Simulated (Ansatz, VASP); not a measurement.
Given: the input of a run of VASP 6.6.1 on V.

The input INCAR:

```
SYSTEM = V
ALGO = Fast ; EDIFF = 1E-7
ENCUT = 520 ; GGA = PE
ISIF = 2 ; ISMEAR = -1
ISPIN = 2 ; LASPH = .TRUE.
LCHARG = .TRUE. ; LELF = .TRUE.
LMAXMIX = 4 ; LORBIT = 11
LREAL = .FALSE. ; LVHAR = .TRUE.
LWAVE = .FALSE. ; MAGMOM = 2
NBANDS = 16 ; NELM = 150
PREC = Accurate ; SIGMA = 0.05
```

Contents of KPOINTS:

```
k-points
0
G
  11 12 13
  0 0 0
```

File POSCAR:

```
V
1.0
   -1.3868393573      1.6520597387      1.6588483218
    1.5149427371     -1.5011352155      1.6360271783
    1.2809735616      1.3952694198     -1.5079237985
V
1
Direct
    0.0000000000      0.0000000000      0.0000000000
```

Potentials or basis: VASP PAW PBE potentials, release 64 (V_sv).

Run with:

```bash
$ cat potpaw_PBE.64/V_sv/POTCAR > POTCAR
$ mpirun -np 1 vasp_std > vasp.out
```

Problem. Set up the same calculation for Ansatz 0.2.0. Potentials there: all-electron LAPW, scalar-relativistic.

Solution. As run (the cutoff follows the program's own potentials):

input.yaml

```yaml
crystal:
  lattice:
    - [-1.3868393573, 1.6520597387, 1.6588483218]
    - [1.5149427371, -1.5011352155, 1.6360271783]
    - [1.2809735616, 1.3952694198, -1.5079237985]
  atoms:
    - { symbol: V, position: [0.0, 0.0, 0.0], spin: 2.0 }
kpoints:
  mp_grid: { grid: [11, 12, 13] }
scf:
  occupations: { method: fermi_dirac, width: 0.05 }
hamiltonian:
  xc: pbe
  pseudopotentials: { kind: all_electron, lapw: { basis_error: 0.0005 } }
magnetization:
  spin_polarized: true
output:
  forces: true
  stress: true
  eigenvalues: true
```

Potentials or basis: all-electron LAPW, scalar-relativistic.

Launch:

```sh
$ ansatz run input.yaml --threads 2 --pin off --max-ram 6144MiB --backend cpu --events-out ev --progress --plain --runs-dir out
```

Both were run:

|  | VASP | Ansatz | Ansatz less VASP |
| --- | --- | --- | --- |
| gap on the k mesh at the Fermi level (eV) | none | none | - |
| pressure (GPa) | -4.3 | -4.6 | -0.29 |
| traceless stress, the component that is largest in VASP (GPa) | 8.16 | 8.18 | +0.013 |
| net moment per atom (μB) | 0.00 | 0.00 | 0.000 |

A gap of «none» marks a metal or a gap that the smearing closes. Ansatz ran all-electron here, and VASP with PAW potentials.
